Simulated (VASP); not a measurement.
# Zr: relaxation of shape and atoms at fixed volume with PBE

The system is Zr.

```
Zr
1.0
     2.84165    0.00000    0.00000
    -1.42082    2.46094    0.00000
     0.00000    0.00000    4.54787
Zr
2
Direct
  0.33333 0.66667 0.25000
  0.66667 0.33333 0.75000
```

| Quantity | Value |
| --- | --- |
| Program | VASP 6.6.1 |
| Task | relaxation of shape and atoms at fixed volume |
| Functional | PBE |
| Potentials or basis | VASP PAW PBE potentials, release 64 (Zr_sv) |
| Cutoff | 600 eV |
| k mesh | 15 × 15 × 8 |
| Occupations | fermi-dirac, width 0.05 eV |
| Spin | no spin polarisation |
| Dipole correction | no |
| Further INCAR settings | ALGO = Normal; EDIFF = 1e-07; IBRION = 2; EDIFFG = -0.005; NSW = 50; ISIF = 4 |

```json
{"Energy gained by relaxing": "38.3 meV/atom", "Ionic steps": "4", "Pressure after relaxing": "63.6 GPa", "Band gap on the k mesh": "zero (bands 12 and 13 overlap by 1.47 eV)"}
```

Step by step:
| step | energy change (eV) | largest force (eV/Å) | pressure (GPa) | volume (Å³) |
| --- | --- | --- | --- | --- |
| 1 | 0.0000 | 0.0000 | 66.79 | 31.80 |
| 2 | -0.0645 | 0.0000 | 64.73 | 31.80 |
| 3 | -0.0766 | 0.0000 | 63.70 | 31.80 |
| 4 | -0.0767 | 0.0000 | 63.65 | 31.80 |

Final structure:
```xyz
2
Lattice="2.7512 0.0000 0.0000 -1.3756 2.3826 0.0000 0.0000 0.0000 4.8517" Properties=species:S:1:pos:R:3 pbc="T T T"
Zr    0.0000    1.5884    1.2129
Zr    1.3756    0.7942    3.6388
```

Levels at points of the mesh, in eV from the Fermi level:
```tsv
k point	band 8	band 9	band 10	band 11	band 12	band 13	band 14	band 15	band 16
(0.00, 0.00, 0.00)	-24.73	-5.65	-3.74	-0.10	1.14	1.14	1.93	1.93	2.62
(0.00, 0.00, 0.50)	-24.85	-3.72	-3.72	-0.32	-0.32	1.20	1.20	1.20	1.20
```

Run time: 4 min on 1 thread of Intel Xeon 8259CL, with other jobs on the host, peak memory 0.21 GiB.
